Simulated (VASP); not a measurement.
# Mo (Fd-3m) in VASP: notebook

Runs on Mo. Level: PBE. Tasks: single point.

Program: VASP 6.6.1. These are calculated values, not measurements. Logs are shortened: lines on timing, memory, paths and dates and some standing lists are left out, and cuts for length are marked.

## Step 1: The cell of the first run

Symmetry: Fd-3m, No. 227, cubic system. The conventional cell has a = 5.329 Å, b = 5.329 Å, c = 5.329 Å, α = 90.00°, β = 90.00°, γ = 90.00°. Within 3.0 Å of Mo (site symmetry -43m) lie 4 Mo at 2.31 Å.

## Step 2: Single point, PBE

The input, INCAR:

```
SYSTEM = Mo
PREC = Accurate ; ENCUT = 520
EDIFF = 1E-6 ; ISMEAR = -1
SIGMA = 0.05 ; LREAL = .False.
LASPH = .True. ; NELM = 60
ALGO = Normal ; ISIF = 2
LWAVE = .False. ; LCHARG = .False.
GGA = PE ; NBANDS = 21
```

The input, KPOINTS:

```
regular mesh
0
Gamma
  13 13 13
  0 0 0
```

The input, POSCAR:

```
Mo
1.0
    0.0000000000      2.6644259391      2.6644259391
    2.6644259391      0.0000000000      2.6644259391
    2.6644259391      2.6644259391      0.0000000000
Mo
2
Direct
   -0.1250000000     -0.1250000000     -0.1250000000
    0.1250000000      0.1250000000      0.1250000000
```

Potentials or basis: VASP PAW PBE potentials, release 64 (Mo_sv).

Launch:

```bash
$ cat potpaw_PBE.64/Mo_sv/POTCAR > POTCAR
$ mpirun -np 1 vasp_std > vasp.out
```

OUTCAR:

```text
SYSTEM = Mo
   PREC = Accurate
   ENCUT = 520
   EDIFF = 1E-6
   ISMEAR = -1
   LREAL = .False.
   LASPH = .True.
   NELM = 60
   ISIF = 2
   GGA = PE

 ion  position               nearest neighbor table
   1  0.875  0.875  0.875-   2 2.31   2 2.31   2 2.31   2 2.31
   2  0.125  0.125  0.125-   1 2.31   1 2.31   1 2.31   1 2.31

  LATTYP: Found a face centered cubic cell.
 ALAT       =     5.3288518782

  Lattice vectors:

 A1 = (   0.0000000000,   2.6644259391,   2.6644259391)
 A2 = (   2.6644259391,   0.0000000000,   2.6644259391)
 A3 = (   2.6644259391,   2.6644259391,   0.0000000000)

Analysis of symmetry for initial positions (statically):
=====================================================================
 Subroutine PRICEL returns:
 Original cell was already a primitive cell.

 Routine SETGRP: Setting up the symmetry group for a
 face centered cubic supercell.

 Subroutine GETGRP returns: Found 48 space group operations
 (whereof 12 operations were pure point group operations)
 out of a pool of 48 trial point group operations.

The static configuration has the point symmetry D_3d.
 The point group associated with its full space group is O_h .

Analysis of symmetry for dynamics (positions and initial velocities):
=====================================================================
 Subroutine PRICEL returns:
 Original cell was already a primitive cell.

 Routine SETGRP: Setting up the symmetry group for a
 face centered cubic supercell.

 Subroutine GETGRP returns: Found 48 space group operations
 (whereof 12 operations were pure point group operations)
 out of a pool of 48 trial point group operations.

The dynamic configuration has the point symmetry D_3d.
 The point group associated with its full space group is O_h .

 Subroutine INISYM returns: Found 48 space group operations
 (whereof 12 operations are pure point group operations),
 and found     1 'primitive' translations

----------------------------------------------------------------------------------------

                                     Primitive cell

  volume of cell :      37.8304

  direct lattice vectors                    reciprocal lattice vectors
     0.000000000  2.664425939  2.664425939    -0.187657684  0.187657684  0.187657684
     2.664425939  0.000000000  2.664425939     0.187657684 -0.187657684  0.187657684
[... 74 lines left out ...]
   NGXF,Y,Z  is equivalent  to a cutoff of  24.71, 24.71, 24.71 a.u.
 SYSTEM =  Mo
   PREC   = accura    normal or accurate (medium, high low for compatibility)
   ISTART =      0    job   : 0-new  1-cont  2-samecut
   ICHARG =      2    charge: 1-file 2-atom 10-const
   ISPIN  =      1    spin polarized calculation?
   LNONCOLLINEAR =      F non collinear calculations
   LSORBIT =      F    spin-orbit coupling
   LASPH  =      T    aspherical Exc in radial PAW
   ENCUT  =  520.0 eV  38.22 Ry    6.18 a.u.   7.01  7.01  7.01*2*pi/ulx,y,z
   NELM   =     60;   NELMIN=  2; NELMDL= -5     # of ELM steps
   EDIFF  = 0.1E-05   stopping-criterion for ELM
   LREAL  =      F    real-space projection
   EDIFFG = 0.1E-04   stopping-criterion for IOM
   NSW    =      0    number of steps for IOM
   IBRION =     -1    ionic relax: 0-MD 1-quasi-New 2-CG
   NFREE  =      0    steps in history (QN), initial steepest desc. (CG)
   ISIF   =      2    stress and relaxation
   ISYM   =      2    0-nonsym 1-usesym 2-fastsym
   POTIM  = 0.5000    time-step for ionic-motion
   TEBEG  =    0.0;   TEEND  =   0.0 temperature during run
   PSTRESS=    0.0 pullay stress
   NELECT =      28.0000    total number of electrons
   NUPDOWN=      -1.0000    fix difference up-down
   EMIN   =  10.00;   EMAX   =-10.00  energy-range for DOS
   EFERMI =   0.00;   METHOD = LEGACY
   ISMEAR =    -1;   SIGMA  =   0.05  broadening in eV -4-tet -1-fermi 0-gaus
   EFERMI_NEDOS =   21; number of points for ismear=-14 and -15
   IALGO  =     38    algorithm
   IMIX   =      4    mixing-type and parameters
     AMIX     =   0.40;   BMIX     =  1.00
     AMIX_MAG =   1.60;   BMIX_MAG =  1.00
  volume/ion in A,a.u.               =      18.92       127.65
  Fermi-wavevector in a.u.,A,eV,Ry     =   1.480860  2.798419 29.836826  2.192945
  Thomas-Fermi vector in A             =   2.594841
   LORBIT       =      0    0 simple, 1 ext, 2 COOP (PROOUT), +10 PAW based schemes
   GGA     = PE    functional components
   LHFCALC =     F    Hartree Fock is set to
   AEXX    =    0.0000 exact exchange contribution
   IVDW    =     0    specifies the selected vdW correction
   LEPSILON=     F    determine dielectric tensor
   LRPA    =     F    only Hartree local field effects (RPA)
 non-spin polarized calculation
  energy-cutoff  :      520.00
  volume of cell :       37.83
 maximum number of plane-waves:      1031
   NGX = 13   NGY = 13   NGZ = 13

 number of electron      27.9999993 magnetization

 Free energy of the ion-electron system (eV)
  ---------------------------------------------------
  ext. energy  EPLUGINS =         0.00000000
  ---------------------------------------------------
  free energy    TOTEN  =       -16.71703697 eV

  energy without entropy =      -16.69822544  energy(sigma->0) =      -16.70763121

 E-fermi :   9.3440     XC(G=0): -11.8478

 val. band max:        9.3351423201   @ k =  -0.3077   0.4615   0.2308
 cond. band min:       9.3600796612   @ k =   0.3846   0.2308   0.0769
 fundamental gap:      0.0249373412
 Fermi energy:         9.3439775386

 k-point     1 :       0.0000    0.0000    0.0000
  band No.  band energies     occupation
      1     -51.4575      2.00000
      2     -50.1591      2.00000
      3     -25.9904      2.00000
      4     -25.9904      2.00000
      5     -25.9904      2.00000
      6     -24.2176      2.00000
[... 565 lines left out ...]
     20      15.7245      0.00000
     21      19.9160      0.00000

 [... further k-points ...]
[... 5 lines left out ...]
  --------------------------------------------------------------------------------------
  -------------------------------------------------------------------------------------
  Total        7.5997870      7.5997870      7.5997870      0.0000000     -0.0000000      0.0000000
  in kB      321.8629956    321.8629956    321.8629956      0.0000000     -0.0000000      0.0000000
  external PRESSURE =     321.8629956 kB  Pullay stress =       0.0000000 kB

 VOLUME and BASIS-vectors are now :
 -----------------------------------------------------------------------------
  energy-cutoff  :      520.00
  volume of cell :       37.83
      direct lattice vectors                 reciprocal lattice vectors
     0.000000000  2.664425939  2.664425939    -0.187657684  0.187657684  0.187657684
     2.664425939  0.000000000  2.664425939     0.187657684 -0.187657684  0.187657684
     2.664425939  2.664425939  0.000000000     0.187657684  0.187657684 -0.187657684

 POSITION                                       TOTAL-FORCE (eV/Angst)
 -----------------------------------------------------------------------------------
      4.66275      4.66275      4.66275         0.000000      0.000000      0.000000
      0.66611      0.66611      0.66611        -0.000000     -0.000000     -0.000000
 -----------------------------------------------------------------------------------
    total drift:                                0.000000     -0.000000     -0.000000

  FREE ENERGIE OF THE ION-ELECTRON SYSTEM (eV)
  ---------------------------------------------------
  free  energy   TOTEN  =       -16.7170369745 eV

  energy  without entropy=      -16.6982254394  energy(sigma->0) =      -16.70763121
```

OSZICAR:

```text
N       E                     dE             d eps       ncg     rms          rms(c)
DAV:   1     0.307240453480E+03    0.30724E+03   -0.17922E+04  3528   0.137E+03
DAV:   2    -0.104271214905E+02   -0.31767E+03   -0.30952E+03  4017   0.436E+02
DAV:   3    -0.168622773838E+02   -0.64352E+01   -0.63446E+01  4066   0.638E+01
DAV:   4    -0.169033026347E+02   -0.41025E-01   -0.40982E-01  3881   0.538E+00
DAV:   5    -0.169036575737E+02   -0.35494E-03   -0.35490E-03  4092   0.471E-01    0.215E+01
DAV:   6    -0.167589977703E+02    0.14466E+00   -0.21130E-01  3838   0.428E+00    0.110E+01
DAV:   7    -0.167184742973E+02    0.40523E-01   -0.82379E-02  3873   0.285E+00    0.124E+00
DAV:   8    -0.167169904665E+02    0.14838E-02   -0.73571E-03  3696   0.629E-01    0.788E-02
DAV:   9    -0.167170239592E+02   -0.33493E-04   -0.10175E-04  3963   0.815E-02    0.279E-02
DAV:  10    -0.167170376515E+02   -0.13692E-04   -0.11717E-05  3928   0.339E-02    0.726E-03
DAV:  11    -0.167170369745E+02    0.67695E-06   -0.50019E-07  2219   0.653E-03
   1 F= -.16717037E+02 E0= -.16707631E+02  d E =-.188115E-01
```

Run time: 28 s. Hardware: 1 thread of Intel Xeon Platinum 8488C (Sapphire Rapids), shared host; peak memory 0.18 GiB.

What came out:

```yaml
Free_energy: -16.7170 eV
Pressure: 32.2 GPa
Band_gap_on_the_k_mesh: zero (band 14 reaches 9.66 eV, above the bottom of band 15 at 9.11 eV)
```

## Step 3: Single point, PBE

The input, INCAR:

```
PREC = Accurate ; ENCUT = 520
EDIFF = 1E-6 ; ISMEAR = -1
SIGMA = 0.05 ; LREAL = False
LASPH = True ; NELM = 100
ALGO = Normal ; ISIF = 2
LWAVE = False ; LCHARG = False
GGA = PE ; NBANDS = 21
```

The input, KPOINTS:

```
Automatic mesh
0
Gamma
  13 13 13
```

POSCAR is that of step 2.

Potentials or basis: VASP PAW PBE potentials, release 64 (Mo_sv).

Launch:

```bash
$ cat potpaw_PBE.64/Mo_sv/POTCAR > POTCAR
$ mpirun -np 1 vasp_std > vasp.out
```

OUTCAR:

```text
PREC = Accurate
   ENCUT = 520
   EDIFF = 1E-6
   ISMEAR = -1
   LREAL = False
   LASPH = True
   NELM = 100
   ISIF = 2
   GGA = PE

 ion  position               nearest neighbor table
   1  0.875  0.875  0.875-   2 2.31   2 2.31   2 2.31   2 2.31
   2  0.125  0.125  0.125-   1 2.31   1 2.31   1 2.31   1 2.31

  LATTYP: Found a face centered cubic cell.
 ALAT       =     5.3288518782

  Lattice vectors:

 A1 = (   0.0000000000,   2.6644259391,   2.6644259391)
 A2 = (   2.6644259391,   0.0000000000,   2.6644259391)
 A3 = (   2.6644259391,   2.6644259391,   0.0000000000)

Analysis of symmetry for initial positions (statically):
=====================================================================
 Subroutine PRICEL returns:
 Original cell was already a primitive cell.

 Routine SETGRP: Setting up the symmetry group for a
 face centered cubic supercell.

 Subroutine GETGRP returns: Found 48 space group operations
 (whereof 12 operations were pure point group operations)
 out of a pool of 48 trial point group operations.

The static configuration has the point symmetry D_3d.
 The point group associated with its full space group is O_h .

Analysis of symmetry for dynamics (positions and initial velocities):
=====================================================================
 Subroutine PRICEL returns:
 Original cell was already a primitive cell.

 Routine SETGRP: Setting up the symmetry group for a
 face centered cubic supercell.

 Subroutine GETGRP returns: Found 48 space group operations
 (whereof 12 operations were pure point group operations)
 out of a pool of 48 trial point group operations.

The dynamic configuration has the point symmetry D_3d.
 The point group associated with its full space group is O_h .

 Subroutine INISYM returns: Found 48 space group operations
[... 103 lines left out ...]
   ISIF   =      2    stress and relaxation
   ISYM   =      2    0-nonsym 1-usesym 2-fastsym
   POTIM  = 0.5000    time-step for ionic-motion
   TEBEG  =    0.0;   TEEND  =   0.0 temperature during run
   PSTRESS=    0.0 pullay stress
   NELECT =      28.0000    total number of electrons
   NUPDOWN=      -1.0000    fix difference up-down
   EMIN   =  10.00;   EMAX   =-10.00  energy-range for DOS
   EFERMI =   0.00;   METHOD = LEGACY
   ISMEAR =    -1;   SIGMA  =   0.05  broadening in eV -4-tet -1-fermi 0-gaus
   EFERMI_NEDOS =   21; number of points for ismear=-14 and -15
   IALGO  =     38    algorithm
   IMIX   =      4    mixing-type and parameters
     AMIX     =   0.40;   BMIX     =  1.00
     AMIX_MAG =   1.60;   BMIX_MAG =  1.00
  volume/ion in A,a.u.               =      18.92       127.65
  Fermi-wavevector in a.u.,A,eV,Ry     =   1.480860  2.798419 29.836826  2.192945
  Thomas-Fermi vector in A             =   2.594841
   LORBIT       =      0    0 simple, 1 ext, 2 COOP (PROOUT), +10 PAW based schemes
   GGA     = PE    functional components
   LHFCALC =     F    Hartree Fock is set to
   AEXX    =    0.0000 exact exchange contribution
   IVDW    =     0    specifies the selected vdW correction
   LEPSILON=     F    determine dielectric tensor
   LRPA    =     F    only Hartree local field effects (RPA)
 non-spin polarized calculation
  energy-cutoff  :      520.00
  volume of cell :       37.83
 maximum number of plane-waves:      1031
   NGX = 13   NGY = 13   NGZ = 13

 number of electron      27.9999993 magnetization

 Free energy of the ion-electron system (eV)
  ---------------------------------------------------
  ext. energy  EPLUGINS =         0.00000000
  ---------------------------------------------------
  free energy    TOTEN  =       -16.71703697 eV

  energy without entropy =      -16.69822544  energy(sigma->0) =      -16.70763121

 E-fermi :   9.3440     XC(G=0): -11.8478

 val. band max:        9.3351423201   @ k =  -0.3077   0.4615   0.2308
 cond. band min:       9.3600796612   @ k =   0.3846   0.2308   0.0769
 fundamental gap:      0.0249373412
 Fermi energy:         9.3439775386

 k-point     1 :       0.0000    0.0000    0.0000
  band No.  band energies     occupation
      1     -51.4575      2.00000
      2     -50.1591      2.00000
      3     -25.9904      2.00000
      4     -25.9904      2.00000
      5     -25.9904      2.00000
      6     -24.2176      2.00000
[... 565 lines left out ...]
     20      15.7245      0.00000
     21      19.9160      0.00000

 [... further k-points ...]
[... 5 lines left out ...]
  --------------------------------------------------------------------------------------
  -------------------------------------------------------------------------------------
  Total        7.5997870      7.5997870      7.5997870      0.0000000     -0.0000000      0.0000000
  in kB      321.8629956    321.8629956    321.8629956      0.0000000     -0.0000000      0.0000000
  external PRESSURE =     321.8629956 kB  Pullay stress =       0.0000000 kB

 VOLUME and BASIS-vectors are now :
 -----------------------------------------------------------------------------
  energy-cutoff  :      520.00
  volume of cell :       37.83
      direct lattice vectors                 reciprocal lattice vectors
     0.000000000  2.664425939  2.664425939    -0.187657684  0.187657684  0.187657684
     2.664425939  0.000000000  2.664425939     0.187657684 -0.187657684  0.187657684
     2.664425939  2.664425939  0.000000000     0.187657684  0.187657684 -0.187657684

 POSITION                                       TOTAL-FORCE (eV/Angst)
 -----------------------------------------------------------------------------------
      4.66275      4.66275      4.66275         0.000000      0.000000      0.000000
      0.66611      0.66611      0.66611        -0.000000     -0.000000     -0.000000
 -----------------------------------------------------------------------------------
    total drift:                                0.000000     -0.000000     -0.000000

  FREE ENERGIE OF THE ION-ELECTRON SYSTEM (eV)
  ---------------------------------------------------
  free  energy   TOTEN  =       -16.7170369745 eV

  energy  without entropy=      -16.6982254394  energy(sigma->0) =      -16.70763121
```

OSZICAR:

```text
N       E                     dE             d eps       ncg     rms          rms(c)
DAV:   1     0.307240453480E+03    0.30724E+03   -0.17922E+04  3528   0.137E+03
DAV:   2    -0.104271214905E+02   -0.31767E+03   -0.30952E+03  4017   0.436E+02
DAV:   3    -0.168622773838E+02   -0.64352E+01   -0.63446E+01  4066   0.638E+01
DAV:   4    -0.169033026347E+02   -0.41025E-01   -0.40982E-01  3881   0.538E+00
DAV:   5    -0.169036575737E+02   -0.35494E-03   -0.35490E-03  4092   0.471E-01    0.215E+01
DAV:   6    -0.167589977703E+02    0.14466E+00   -0.21130E-01  3838   0.428E+00    0.110E+01
DAV:   7    -0.167184742973E+02    0.40523E-01   -0.82379E-02  3873   0.285E+00    0.124E+00
DAV:   8    -0.167169904665E+02    0.14838E-02   -0.73571E-03  3696   0.629E-01    0.788E-02
DAV:   9    -0.167170239592E+02   -0.33493E-04   -0.10175E-04  3963   0.815E-02    0.279E-02
DAV:  10    -0.167170376515E+02   -0.13692E-04   -0.11717E-05  3928   0.339E-02    0.726E-03
DAV:  11    -0.167170369745E+02    0.67695E-06   -0.50019E-07  2219   0.653E-03
   1 F= -.16717037E+02 E0= -.16707631E+02  d E =-.188115E-01
```

stdout:

```text
POSCAR found type information on POSCAR Mo
 POSCAR found :  1 types and       2 ions
 scaLAPACK will be used
 LDA part: xc-table for (Slater+PW92), standard interpolation
 POSCAR, INCAR and KPOINTS ok, starting setup
 FFT: planning ... GRIDC
 FFT: planning ... GRID_SOFT
 FFT: planning ... GRID
 WAVECAR not read
 entering main loop
```

Wall time 25 s (1 thread of Intel Xeon Platinum 8488C (Sapphire Rapids), shared host); peak memory 0.18 GiB.

What came out:

```
Free energy            : -16.7170 eV
Pressure               : 32.2 GPa
Band gap on the k mesh : zero (band 14 reaches 9.66 eV, above the bottom of band 15 at 9.11 eV)
```

Levels at points of the mesh, in eV from the Fermi level:
| k point | band 10 | band 11 | band 12 | band 13 | band 14 | band 15 | band 16 | band 17 | band 18 | band 19 |
| --- | --- | --- | --- | --- | --- | --- | --- | --- | --- | --- |
| (0.00, 0.00, 0.00) | -3.13 | -3.13 | -1.68 | -1.68 | -1.68 | 1.53 | 1.53 | 1.53 | 5.38 | 5.38 |
